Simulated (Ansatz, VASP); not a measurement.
# One calculation of WS2, two programs

The input INCAR:

```
PREC = Accurate ; ENCUT = 600
EDIFF = 1E-7 ; ISMEAR = 0
SIGMA = 0.02 ; LREAL = False
LASPH = True ; NELM = 60
ALGO = Normal ; ISIF = 3
LWAVE = False ; LCHARG = False
GGA = PE ; IBRION = 2
NSW = 100 ; EDIFFG = -0.005
```

KPOINTS

```
regular mesh
0
Gamma
  12 12 2
```

Contents of POSCAR:

```
WS2
1.0
    3.1877212961      0.0000000000      0.0000000000
   -1.5938606480      2.7606476226      0.0000000000
    0.0000000000      0.0000000000     14.8563299668
W S
2 4
Direct
    0.3333333333      0.6666666667      0.2500000000
    0.6666666667      0.3333333333      0.7500000000
    0.3333333333      0.6666666667      0.6442469363
    0.6666666667      0.3333333333      0.1442469363
    0.3333333333      0.6666666667      0.8557530637
    0.6666666667      0.3333333333      0.3557530637
```

Input for Ansatz:

```yaml
crystal:
  lattice:
    - [3.1877212961, 0.0, 0.0]
    - [-1.593860648, 2.7606476226, 0.0]
    - [0.0, 0.0, 14.8563299668]
  atoms:
    - { symbol: W, position: [0.3333333333, 0.6666666667, 0.25] }
    - { symbol: W, position: [0.6666666667, 0.3333333333, 0.75] }
    - { symbol: S, position: [0.3333333333, 0.6666666667, 0.6442469363] }
    - { symbol: S, position: [0.6666666667, 0.3333333333, 0.1442469363] }
    - { symbol: S, position: [0.3333333333, 0.6666666667, 0.8557530637] }
    - { symbol: S, position: [0.6666666667, 0.3333333333, 0.3557530637] }
basis:
  ecutwfc: 420
kpoints:
  mp_grid: { grid: [12, 12, 2] }
hamiltonian:
  xc: pbe
scf:
  occupations: { method: gaussian, width: 0.02 }
output:
  forces: true
  stress: true
  eigenvalues: true
relax:
  adjacent_minimum: "off"
  f_tol: 0.005
  max_steps: 80
  cell: { stress_tol: 0.05 }
```

Alike in both runs: task relaxation of cell and atoms; functional PBE; k mesh 12 × 12 × 2; occupations gaussian, width 0.02 eV; no spin polarisation.

|  | VASP | Ansatz |
| --- | --- | --- |
| version | VASP 6.6.1 | Ansatz 0.2.0 |
| potentials or method | VASP PAW PBE potentials, release 64 (W_sv, S), cutoff 600 eV | scalar-relativistic, plane waves, PAW |
| valence electrons in the cell | 52 | 52 |

|  | VASP | Ansatz | Ansatz less VASP |
| --- | --- | --- | --- |
| gap on the k mesh at the Fermi level, each at its own relaxed structure (eV) | 1.64 | 1.63 | -0.014 |
| relaxed volume (Å³/atom) | 21.79 | 21.79 | 0.000 |
| relaxed length of the cell vector where the two differ most in proportion (Å) | 3.188 | 3.188 | 0.0000 |

Neither program's run includes spin-orbit coupling. Noted on VASP's run: the relaxation stopped at its first step, so nothing moved.
